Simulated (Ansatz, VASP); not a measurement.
Be: VASP beside Ansatz

INCAR

```
ALGO     = Normal         # electronic algorithm
EDIFF    = 1E-6           # SCF threshold, eV
ENCUT    = 520            # plane-wave cutoff, eV
GGA      = PE             # functional
ISIF     = 2              # what is computed and relaxed
ISMEAR   = 0              # smearing method
LASPH    = T              # aspherical terms in the spheres
LCHARG   = F              # write CHGCAR
LREAL    = F              # projectors in reciprocal space
LWAVE    = F              # write WAVECAR
NBANDS   = 18             # bands
NELM     = 100            # most SCF steps
PREC     = Accurate       # precision mode
SIGMA    = 0.1            # smearing width, eV
```

File KPOINTS:

```
k-points
0
Gamma
  10 6 4
```

POSCAR

```
Be
1.0
    1.1270395161     -1.9520897041      0.0000000000
   -3.3811185484     -1.9520897040      0.0000000000
    0.0000000000      0.0000000000     -7.1821242152
Be
8
Direct
    0.5000000000      0.5000000000      1.0000000000
    0.0000000000      0.0000000000      1.0000000000
    0.5000000000      0.5000000000      0.5000000000
    0.0000000000      0.0000000000      0.5000000000
    0.5000000000      0.8333333333      0.2500000000
    1.0000000000      0.3333333333      0.2500000000
    0.0000000000      0.6666666667      0.7500000000
    0.5000000000      0.1666666667      0.7500000000
```

Input for Ansatz:

```yaml
crystal:
  lattice:
    - [1.1270395161, -1.9520897041, 0.0]
    - [-3.3811185484, -1.952089704, 0.0]
    - [0.0, 0.0, -7.1821242152]
  atoms:
    - { symbol: Be, position: [0.5, 0.5, 1.0] }
    - { symbol: Be, position: [0.0, 0.0, 1.0] }
    - { symbol: Be, position: [0.5, 0.5, 0.5] }
    - { symbol: Be, position: [0.0, 0.0, 0.5] }
    - { symbol: Be, position: [0.5, 0.8333333333, 0.25] }
    - { symbol: Be, position: [1.0, 0.3333333333, 0.25] }
    - { symbol: Be, position: [0.0, 0.6666666667, 0.75] }
    - { symbol: Be, position: [0.5, 0.1666666667, 0.75] }
basis:
  ecutwfc: 420
kpoints:
  mp_grid: { grid: [10, 6, 4] }
hamiltonian:
  xc: pbe
scf:
  occupations: { method: gaussian, width: 0.1 }
output:
  forces: true
  stress: true
  eigenvalues: true
```

Alike in both runs: task single point; functional PBE; k mesh 10 × 6 × 4; occupations gaussian, width 0.1 eV; no spin polarisation.

|  | VASP | Ansatz |
| --- | --- | --- |
| version | VASP 6.6.1 | Ansatz 0.2.0 |
| potentials or method | VASP PAW PBE potentials, release 64 (Be), cutoff 520 eV | scalar-relativistic, plane waves, PAW |
| valence electrons in the cell | 16 | 16 |

VASP gave:

- gap on the k mesh at the Fermi level (eV): none
- pressure (GPa): 0.2
- traceless stress, the component that is largest in VASP (GPa): -1.02
- rms of the force components (eV/Å): 0.008

Which values does Ansatz return?

gap on the k mesh at the Fermi level (eV): none; pressure (GPa): 0.0; traceless stress, the component that is largest in VASP (GPa): -1.04; rms of the force components (eV/Å): 0.008.

Atom by atom the forces differ by 0.000 eV/Å (rms over components). A gap of «none» marks a metal or a gap that the smearing closes.
